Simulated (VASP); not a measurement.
Here is a VASP 6.6.1 calculation.

File INCAR:

```
SYSTEM = Hg
PREC = Accurate
ENCUT = 520
EDIFF = 1E-7
ISMEAR = -1
SIGMA = 0.1
LREAL = .FALSE.
LASPH = .TRUE.
NELM = 100
ALGO = Normal
ISIF = 2
LWAVE = .FALSE.
LCHARG = .FALSE.
NBANDS = 25
```

The input KPOINTS:

```
regular mesh
0
G
  9 9 14
  0 0 0
```

Contents of POSCAR:

```
Hg
1.0
    5.3663267943      0.0000000000      0.0000000000
   -2.6831633971      4.6473753289      0.0000000000
    0.0000000000      0.0000000000      3.0579311466
Hg
3
Direct
    0.0000000000      0.0000000000      0.0000000000
    0.3333333333      0.6666666667      0.5000000000
    0.6666666667      0.3333333333      0.5000000000
```

Potentials or basis: VASP PAW LDA potentials, release 64 (Hg).

The run is started by

```sh
$ cat potpaw_LDA.64/Hg/POTCAR > POTCAR
$ mpirun -np 1 vasp_std > vasp.out
```

(1) Estimate the band gap on the k mesh.

(2) Predict the pressure.

Results:

(1) zero (bands 18 and 19 overlap by 3.89 eV).

(2) -3.3 GPa.

Caveat: the cell stands under tension; spin-orbit coupling is left out, which moves the levels of the heavy elements.
